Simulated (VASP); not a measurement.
Here is a VASP 6.6.1 calculation.

The input INCAR:

```
ALGO = Normal
EDIFF = 1E-8
ENCUT = 520
GGA = PE
ISIF = 2
ISMEAR = -1
LASPH = T
LCHARG = F
LEFG = T
LREAL = F
LWAVE = F
NBANDS = 11
NELM = 80
PREC = Accurate
SIGMA = 0.03
```

The input KPOINTS:

```
k-points
0
Gamma
  13 13 13
```

POSCAR

```
BN
1.0
    0.0000000000      1.7706018915      1.7706018915
    1.7706018915      0.0000000000      1.7706018915
    1.7706018915      1.7706018915      0.0000000000
B N
1 1
Direct
    0.0000000000      0.0000000000      0.0000000000
    0.7500000000      0.7500000000      0.7500000000
```

Potentials or basis: VASP PAW PBE potentials, release 64 (B, N).

Command:

```console
$ cat potpaw_PBE.64/B/POTCAR potpaw_PBE.64/N/POTCAR > POTCAR
$ mpirun -np 1 vasp_std > vasp.out
```

Task: What does it give for the pressure?

Result: 30.0 GPa.

Task: Estimate the band gap on the k mesh.

Result: 4.60 eV, indirect (least direct gap 9.12 eV).

Caveat: without QUAD_EFG the Cq values of the log hold for a quadrupole moment of 1 mb, not for the nuclei. A k mesh can miss the band edges.
